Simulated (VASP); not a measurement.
Wanted: the native input for a VASP 6.6.1 run.

- Task: single point
- Functional: PBEsol
- Potentials or basis: VASP PAW PBE potentials, release 64 (Pt)
- Cutoff: 520 eV
- k mesh: 10 × 10 × 10
- Occupations: gaussian, width 0.15 eV
- Spin: no spin polarisation
- Dipole correction: no
- Further INCAR settings: ALGO = Normal; EDIFF = 1e-06; NBANDS = 28

The structure of Pt lies in POSCAR:

```
Pt
1.0
    0.0000000000     -3.1209412018      3.1209412018
    3.1209412018     -3.1209412018      0.0000000000
    3.1209412018      0.0000000000      3.1209412018
Pt
4
Direct
    0.0000000000      0.0000000000      0.0000000000
    0.2500000000      0.2500000000      0.2500000000
    0.5000000000      0.5000000000      0.5000000000
    0.7500000000      0.7500000000      0.7500000000
```

This isn't the form of Pt at room conditions, which is fcc.

One way to write it, as run:

INCAR

```
PREC     = Accurate       # precision mode
ENCUT    = 520            # plane-wave cutoff, eV
EDIFF    = 1E-6           # SCF threshold, eV
ISMEAR   = 0              # smearing method
SIGMA    = 0.15           # smearing width, eV
LREAL    = False          # projectors in reciprocal space
LASPH    = True           # aspherical terms in the spheres
NELM     = 60             # most SCF steps
ALGO     = Normal         # electronic algorithm
ISIF     = 2              # what is computed and relaxed
LWAVE    = False          # write WAVECAR
LCHARG   = True           # write CHGCAR
GGA      = PS             # functional
LELF     = True           # ELF
LVHAR    = True         
NBANDS   = 28             # bands
```

KPOINTS

```
Automatic mesh
0
Gamma
  10 10 10
```

Potentials or basis: VASP PAW PBE potentials, release 64 (Pt).

The run is started by

```sh
$ cat potpaw_PBE.64/Pt/POTCAR > POTCAR
$ mpirun -np 1 vasp_std > vasp.out
```

Results of the run:

```yaml
Pressure: -0.2 GPa
Band_gap_on_the_k_mesh: zero (bands 20 and 21 overlap by 1.06 eV)
```

Caveat: the PAW data sets were made with another functional, which shifts forces and pressure a little; spin-orbit coupling is left out, which moves the levels of the heavy elements.

It took 2.3 min on 1 thread of Intel Xeon 8259CL, on a shared host, peak memory 0.23 GiB.
